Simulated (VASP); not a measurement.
Write the native input for VASP 6.6.1 that does the following.

| Property | Result |
| --- | --- |
| Task | single point |
| Functional | r2SCAN |
| Potentials or basis | VASP PAW PBE potentials, release 64 (Ga_d, N) |
| Cutoff | 520 eV |
| k mesh | 12 × 12 × 6 |
| Occupations | gaussian, width 0.02 eV |
| Spin | no spin polarisation |
| Dipole correction | no |
| Further INCAR settings | ALGO = Normal; EDIFF = 1e-06; NBANDS = 26 |

The system is GaN.

```
CELL_PARAMETERS angstrom
3.18310 0.00000 0.00000
-1.59155 2.75664 0.00000
0.00000 0.00000 5.18358
ATOMIC_POSITIONS crystal
Ga 0.66667 0.33333 0.49911
Ga 0.33333 0.66667 0.99911
N 0.66667 0.33333 0.87589
N 0.33333 0.66667 0.37589
```

The input as run:

POSCAR

```
GaN
1.0
    3.1830969073      0.0000000000      0.0000000000
   -1.5915484537      2.7566427845      0.0000000000
    0.0000000000      0.0000000000      5.1835829282
Ga N
2 2
Direct
    0.6666666667      0.3333333333      0.4991072756
    0.3333333333      0.6666666667      0.9991072756
    0.6666666667      0.3333333333      0.8758927244
    0.3333333333      0.6666666667      0.3758927244
```

INCAR.step1

```
SYSTEM = GaN
  PREC = Accurate
  ENCUT = 520
  ISMEAR = 0
  SIGMA = 0.02
  LREAL = .FALSE.
  LASPH = .TRUE.
  NELM = 60
  NBANDS = 26
  GGA = PE
  ALGO = Normal
  EDIFF = 1E-4
  LWAVE = .TRUE.
  LCHARG = .FALSE.
```

INCAR.step2

```
SYSTEM = GaN
  PREC = Accurate
  ENCUT = 520
  EDIFF = 1E-6
  ISMEAR = 0
  SIGMA = 0.02
  LREAL = .FALSE.
  LASPH = .TRUE.
  NELM = 60
  ALGO = Normal
  ISIF = 2
  LWAVE = .FALSE.
  LCHARG = .FALSE.
  METAGGA = R2SCAN
  LMIXTAU = .TRUE.
  NBANDS = 26
  ISTART = 1
```

KPOINTS

```
regular mesh
0
G
  12 12 6
  0 0 0
```

Potentials or basis: VASP PAW PBE potentials, release 64 (Ga_d, N).

Run with:

```sh
$ cat potpaw_PBE.64/Ga_d/POTCAR potpaw_PBE.64/N/POTCAR > POTCAR
$ cp INCAR.step1 INCAR
$ mpirun -np 1 vasp_std > vasp.out
$ cp INCAR.step2 INCAR
$ mpirun -np 1 vasp_std > vasp.out
```

It gave:

The pressure is 1.1 GPa and the largest force is 0.006 eV/Å. The band gap on the k mesh is 2.34 eV, direct.

Caveat: the PAW data sets were made with another functional, which shifts forces and pressure a little.

Run time: 110 s on 1 thread of Intel(R) Xeon(R) 6975P-C (Granite Rapids), on a shared host, peak memory 0.21 GiB.
